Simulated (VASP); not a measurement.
# ZrAl5N6 (P-6m2) in VASP: notebook

The runs below take ZrAl5N6 through single point, with PBE.

Everything below comes from runs of VASP 6.6.1. Logs are shortened: lines on timing, memory, paths and dates and some standing lists are left out, and cuts for length are marked.

## (1) The cell of the first run

The structure is hexagonal, space group P-6m2 (No. 187). Conventional cell: a = 2.915 Å, b = 2.915 Å, c = 15.553 Å, α = 90.00°, β = 90.00°, γ = 120.00°. Zr (site symmetry -6m2) has 6 N at 2.23 Å and 6 Zr at 2.91 Å within 3.0 Å. Within 2.8 Å of Al (site symmetry 3m) lie 6 N at 2.09 to 2.10 Å. Within 2.8 Å of Al (site symmetry -6m2) lie 6 N at 2.11 Å. Al (site symmetry 3m) has 6 N at 2.10 to 2.11 Å within 2.8 Å. Within 2.8 Å of N (site symmetry 3m) lie 3 Al at 2.09 Å and 3 Zr at 2.23 Å and 1 N at 2.49 Å. N (site symmetry 3m) has 6 Al at 2.10 to 2.11 Å and 2 N at 2.54 to 2.55 Å within 2.8 Å. N (site symmetry 3m) has 6 Al at 2.10 to 2.11 Å and 2 N at 2.49 to 2.54 Å within 2.8 Å.

## (2) Single point, PBE

Input file INCAR:

```
SYSTEM = ZrAl5N6
  PREC = Accurate
  ENCUT = 520
  EDIFF = 1E-6
  ISMEAR = 0
  SIGMA = 0.1
  LREAL = .False.
  LASPH = .True.
  NELM = 80
  ALGO = Normal
  ISIF = 2
  LWAVE = .False.
  LCHARG = .False.
  GGA = PE
  NBANDS = 40
```

Input file KPOINTS:

```
Automatic mesh
0
Gamma
  6 6 1
  0 0 0
```

Input file POSCAR:

```
ZrAl5N6
1.0
    2.9146840760     -0.0000000026      0.0000000000
   -1.4573420358      2.5241904551      0.0000000000
    0.0000000000      0.0000000000     15.5529301124
Zr Al N
1 5 6
Direct
    0.6666666667      0.3333333333      0.5000000000
    0.3333333333      0.6666666667      0.6738956705
    0.3333333333      0.6666666667      0.0000000000
    0.3333333333      0.6666666667      0.3261043295
    0.6666666667      0.3333333333      0.8369103078
    0.6666666667      0.3333333333      0.1630896922
    0.0000000000      0.0000000000      0.5944744042
    0.0000000000      0.0000000000      0.9181332359
    0.0000000000      0.0000000000      0.2452859475
    0.0000000000      0.0000000000      0.7547140525
    0.0000000000      0.0000000000      0.0818667641
    0.0000000000      0.0000000000      0.4055255958
```

Potentials or basis: VASP PAW PBE potentials, release 64 (Zr_sv, Al, N).

Run with:

```
cat potpaw_PBE.64/Zr_sv/POTCAR potpaw_PBE.64/Al/POTCAR potpaw_PBE.64/N/POTCAR > POTCAR
mpirun -np 1 vasp_std > vasp.out
```

OUTCAR:

```text
SYSTEM = ZrAl5N6
   PREC = Accurate
   ENCUT = 520
   EDIFF = 1E-6
   ISMEAR = 0
   LREAL = .False.
   LASPH = .True.
   NELM = 80
   ISIF = 2
   GGA = PE

 ion  position               nearest neighbor table
   1  0.667  0.333  0.500-   7 2.23  12 2.23   7 2.23  12 2.23   7 2.23  12 2.23   2 3.19   4 3.19
                             2 3.19   4 3.19   2 3.19   4 3.19
   2  0.333  0.667  0.674-   7 2.09   7 2.09   7 2.09  10 2.10  10 2.10  10 2.10   5 3.04   5 3.04
                             5 3.04   1 3.19   1 3.19   1 3.19
   3  0.333  0.667  0.000-   8 2.11  11 2.11   8 2.11  11 2.11   8 2.11  11 2.11   5 3.04   6 3.04
                             5 3.04   6 3.04   5 3.04   6 3.04
   4  0.333  0.667  0.326-  12 2.09  12 2.09  12 2.09   9 2.10   9 2.10   9 2.10   6 3.04   6 3.04
                             6 3.04   1 3.19   1 3.19   1 3.19
   5  0.667  0.333  0.837-   8 2.10   8 2.10   8 2.10  10 2.11  10 2.11  10 2.11   2 3.04   2 3.04
                             2 3.04   3 3.04   3 3.04   3 3.04
   6  0.667  0.333  0.163-  11 2.10  11 2.10  11 2.10   9 2.11   9 2.11   9 2.11   4 3.04   4 3.04
                             4 3.04   3 3.04   3 3.04   3 3.04
   7  0.000  0.000  0.594-   2 2.09   2 2.09   2 2.09   1 2.23   1 2.23   1 2.23
   8  0.000  0.000  0.918-   5 2.10   5 2.10   5 2.10   3 2.11   3 2.11   3 2.11
   9  0.000  0.000  0.245-   4 2.10   4 2.10   4 2.10   6 2.11   6 2.11   6 2.11
  10  0.000  0.000  0.755-   2 2.10   2 2.10   2 2.10   5 2.11   5 2.11   5 2.11
  11  0.000  0.000  0.082-   6 2.10   6 2.10   6 2.10   3 2.11   3 2.11   3 2.11
  12  0.000  0.000  0.406-   4 2.09   4 2.09   4 2.09   1 2.23   1 2.23   1 2.23

  LATTYP: Found a hexagonal cell.
 ALAT       =     2.9146840760
 C/A-ratio  =     5.3360603437

  Lattice vectors:

 A1 = (   2.9146840760,  -0.0000000026,   0.0000000000)
 A2 = (  -1.4573420358,   2.5241904551,   0.0000000000)
 A3 = (   0.0000000000,   0.0000000000,  15.5529301124)

Analysis of symmetry for initial positions (statically):
=====================================================================
 Subroutine PRICEL returns:
 Original cell was already a primitive cell.

 Routine SETGRP: Setting up the symmetry group for a
 hexagonal supercell.

 Subroutine GETGRP returns: Found 12 space group operations
 (whereof 12 operations were pure point group operations)
 out of a pool of 24 trial point group operations.

The static configuration has the point symmetry D_3h.

Analysis of symmetry for dynamics (positions and initial velocities):
=====================================================================
 Subroutine PRICEL returns:
 Original cell was already a primitive cell.

 Routine SETGRP: Setting up the symmetry group for a
 hexagonal supercell.

 Subroutine GETGRP returns: Found 12 space group operations
[... 122 lines left out ...]
   IALGO  =     38    algorithm
   IMIX   =      4    mixing-type and parameters
     AMIX     =   0.40;   BMIX     =  1.00
     AMIX_MAG =   1.60;   BMIX_MAG =  1.00
  volume/ion in A,a.u.               =       9.54        64.35
  Fermi-wavevector in a.u.,A,eV,Ry     =   1.297750  2.452393 22.914335  1.684156
  Thomas-Fermi vector in A             =   2.429123
   LORBIT       =      0    0 simple, 1 ext, 2 COOP (PROOUT), +10 PAW based schemes
   GGA     = PE    functional components
   LHFCALC =     F    Hartree Fock is set to
   AEXX    =    0.0000 exact exchange contribution
   IVDW    =     0    specifies the selected vdW correction
   LEPSILON=     F    determine dielectric tensor
   LRPA    =     F    only Hartree local field effects (RPA)
 non-spin polarized calculation
 Gauss-broadening in eV      SIGMA  =   0.10
  energy-cutoff  :      520.00
  volume of cell :      114.43
 maximum number of plane-waves:      3141
 NGX is ok and might be reduce to    24
   NGX = 11   NGY = 11   NGZ = 57

 number of electron      57.0000002 magnetization

 Free energy of the ion-electron system (eV)
  ---------------------------------------------------
  ext. energy  EPLUGINS =         0.00000000
  ---------------------------------------------------
  free energy    TOTEN  =       -86.35380570 eV

  energy without entropy =      -86.33283000  energy(sigma->0) =      -86.34331785

 E-fermi :  10.6472     XC(G=0): -11.9979

 val. band max:       10.5920216750   @ k =   0.5000  -0.0000   0.0000
 cond. band min:      10.6858321890   @ k =   0.3333   0.1667   0.0000
 fundamental gap:      0.0938105140
 Fermi energy:        10.6472440233

 k-point     1 :       0.0000    0.0000    0.0000
  band No.  band energies     occupation
      1     -38.0875      2.00000
      2     -16.5830      2.00000
      3     -15.3027      2.00000
      4     -15.3027      2.00000
      5      -7.3355      2.00000
      6      -6.9062      2.00000
[... 290 lines left out ...]
     39      17.4224      0.00000
     40      17.6764      0.00000

------------------------ aborting loop because EDIFF is reached ----------------------------------------

  FORCE on cell =-STRESS in cart. coord.  units (eV):
  Direction    XX          YY          ZZ          XY          YZ          ZX
  --------------------------------------------------------------------------------------
  -------------------------------------------------------------------------------------
  Total       -0.0454501     -0.0454501     -0.0334237      0.0000000      0.0000000     -0.0000000
  in kB       -0.6363840     -0.6363840     -0.4679925      0.0000000      0.0000000     -0.0000000
  external PRESSURE =      -0.5802535 kB  Pullay stress =       0.0000000 kB

 VOLUME and BASIS-vectors are now :
 -----------------------------------------------------------------------------
  energy-cutoff  :      520.00
  volume of cell :      114.43
      direct lattice vectors                 reciprocal lattice vectors
     2.914684076 -0.000000003  0.000000000     0.343090357  0.198083310  0.000000000
    -1.457342036  2.524190455  0.000000000     0.000000000  0.396166620  0.000000000
     0.000000000  0.000000000 15.552930112     0.000000000  0.000000000  0.064296566

 POSITION                                       TOTAL-FORCE (eV/Angst)
 -----------------------------------------------------------------------------------
      1.45734      0.84140      7.77647         0.000000     -0.000000      0.000000
      0.00000      1.68279     10.48105        -0.000000     -0.000000      0.001427
      0.00000      1.68279      0.00000        -0.000000      0.000000      0.000000
      0.00000      1.68279      5.07188         0.000000     -0.000000     -0.001427
      1.45734      0.84140     13.01641         0.000000      0.000000      0.005291
      1.45734      0.84140      2.53652        -0.000000      0.000000     -0.005291
      0.00000      0.00000      9.24582        -0.000000      0.000000      0.031752
      0.00000      0.00000     14.27966        -0.000000      0.000000      0.002249
      0.00000      0.00000      3.81492        -0.000000      0.000000      0.012335
      0.00000      0.00000     11.73801        -0.000000      0.000000     -0.012335
      0.00000      0.00000      1.27327        -0.000000      0.000000     -0.002249
      0.00000      0.00000      6.30711        -0.000000      0.000000     -0.031752
 -----------------------------------------------------------------------------------
    total drift:                               -0.000000      0.000000      0.000000

  FREE ENERGIE OF THE ION-ELECTRON SYSTEM (eV)
  ---------------------------------------------------
  free  energy   TOTEN  =       -86.3538056975 eV

  energy  without entropy=      -86.3328300028  energy(sigma->0) =      -86.34331785
```

OSZICAR:

```text
N       E                     dE             d eps       ncg     rms          rms(c)
DAV:   1     0.315049300554E+03    0.31505E+03   -0.28337E+04   560   0.134E+03
DAV:   2    -0.726275086963E+02   -0.38768E+03   -0.37553E+03   712   0.314E+02
DAV:   3    -0.985349215693E+02   -0.25907E+02   -0.25642E+02   792   0.787E+01
DAV:   4    -0.995425395173E+02   -0.10076E+01   -0.10027E+01   816   0.127E+01
DAV:   5    -0.995599683234E+02   -0.17429E-01   -0.17428E-01   736   0.146E+00    0.308E+01
DAV:   6    -0.865475614640E+02    0.13012E+02   -0.53559E+01   664   0.318E+01    0.128E+01
DAV:   7    -0.864606038582E+02    0.86958E-01   -0.33907E+00   696   0.874E+00    0.782E+00
DAV:   8    -0.864012144454E+02    0.59389E-01   -0.10022E+00   696   0.494E+00    0.143E+00
DAV:   9    -0.863540023669E+02    0.47212E-01   -0.22149E-01   720   0.280E+00    0.580E-01
DAV:  10    -0.863534847013E+02    0.51767E-03   -0.23511E-02   704   0.960E-01    0.347E-01
DAV:  11    -0.863538369063E+02   -0.35220E-03   -0.58188E-03   640   0.430E-01    0.222E-01
DAV:  12    -0.863538261799E+02    0.10726E-04   -0.92109E-04   712   0.144E-01    0.106E-01
DAV:  13    -0.863538098755E+02    0.16304E-04   -0.48537E-04   704   0.114E-01    0.239E-02
DAV:  14    -0.863538085958E+02    0.12797E-05   -0.12439E-04   712   0.633E-02    0.165E-02
DAV:  15    -0.863538052683E+02    0.33276E-05   -0.20369E-05   704   0.249E-02    0.761E-03
DAV:  16    -0.863538056975E+02   -0.42921E-06   -0.29587E-06   584   0.106E-02
   1 F= -.86353806E+02 E0= -.86343318E+02  d E =-.209757E-01
```

Wall time 41 s (1 thread of Intel Xeon Platinum 8259CL at 2.50GHz (Skylake/Cascade Lake), shared host); peak memory 0.25 GiB.

What came out:

* Free energy: -86.3538 eV
* Pressure: -0.1 GPa
* Largest force: 0.032 eV/Å

Forces in eV/Å, atoms in the order of the input:
```
Zr   0.000  0.000  0.000
Al   0.000  0.000  0.001
Al   0.000  0.000  0.000
Al   0.000  0.000 -0.001
Al   0.000  0.000  0.005
Al   0.000  0.000 -0.005
N    0.000  0.000  0.032
N    0.000  0.000  0.002
N    0.000  0.000  0.012
N    0.000  0.000 -0.012
N    0.000  0.000 -0.002
N    0.000  0.000 -0.032
```

Caveat: the k points lie up to 0.41 Å⁻¹ apart.

## (3) Single point, PBE

This run uses another cell than the first one, of 13.06 Å³/atom, 1.370 times its volume.

Input file INCAR:

```
SYSTEM = ZrAl5N6
ALGO = Normal ; EDIFF = 1E-6
ENCUT = 520 ; GGA = PE
ISIF = 2 ; ISMEAR = 0
LASPH = .True. ; LCHARG = .False.
LREAL = .False. ; LWAVE = .False.
NBANDS = 40 ; NELM = 100
PREC = Accurate ; SIGMA = 0.1
```

Input file KPOINTS:

```
k-points
0
Gamma
  6 6 1
  0 0 0
```

Input file POSCAR:

```
ZrAl5N6
1.0
    3.2716606100      0.0000000000      0.0000000000
   -1.6358303000      2.8333412000      0.0000000000
    0.0000000000      0.0000000000     16.9067375900
Zr Al N
1 5 6
Direct
    0.6666666700      0.3333333300      0.5000000000
    0.3333333300      0.6666666700      0.6666666700
    0.3333333300      0.6666666700      0.0000000000
    0.3333333300      0.6666666700      0.3333333300
    0.6666666700      0.3333333300      0.8333333300
    0.6666666700      0.3333333300      0.1666666700
    0.0000000000      0.0000000000      0.5833333300
    0.0000000000      0.0000000000      0.9166666700
    0.0000000000      0.0000000000      0.2500000000
    0.0000000000      0.0000000000      0.7500000000
    0.0000000000      0.0000000000      0.0833333300
    0.0000000000      0.0000000000      0.4166666700
```

Potentials or basis: VASP PAW PBE potentials, release 64 (Zr_sv, Al, N).

Run with:

```
cat potpaw_PBE.64/Zr_sv/POTCAR potpaw_PBE.64/Al/POTCAR potpaw_PBE.64/N/POTCAR > POTCAR
mpirun -np 1 vasp_std > vasp.out
```

Wall time 75 s (1 thread of Intel Xeon Platinum 8259CL at 2.50GHz (Skylake/Cascade Lake), shared host); peak memory 0.26 GiB.

It converged, with:

```
Free energy   : -80.1686 eV
Pressure      : -33.7 GPa
Largest force : 0.802 eV/Å
```

Forces in eV/Å, atoms in the order of the input:
```
Zr   0.000  0.000  0.000
Al   0.000  0.000  0.802
Al   0.000  0.000  0.000
Al   0.000  0.000 -0.802
Al   0.000  0.000  0.296
Al   0.000  0.000 -0.296
N    0.000  0.000  0.494
N    0.000  0.000 -0.120
N    0.000  0.000  0.408
N    0.000  0.000 -0.408
N    0.000  0.000  0.120
N    0.000  0.000 -0.494
```

Stress tensor (GPa, compression positive):
```
-35.79   0.00   0.00
  0.00 -35.79   0.00
  0.00   0.00 -29.46
```

Levels at points of the mesh, in eV from the Fermi level:
```csv
k point,band 24,band 25,band 26,band 27,band 28,band 29,band 30,band 31,band 32,band 33
"(0.00, 0.00, 0.00)",-0.72,-0.72,-0.72,-0.66,-0.37,-0.37,0.99,1.19,1.83,2.62
"(0.50, 0.00, 0.00)",-2.05,-1.78,-1.59,-1.22,-0.20,-0.20,0.49,1.20,1.77,2.01
```

Caveat: the k points lie up to 0.37 Å⁻¹ apart.
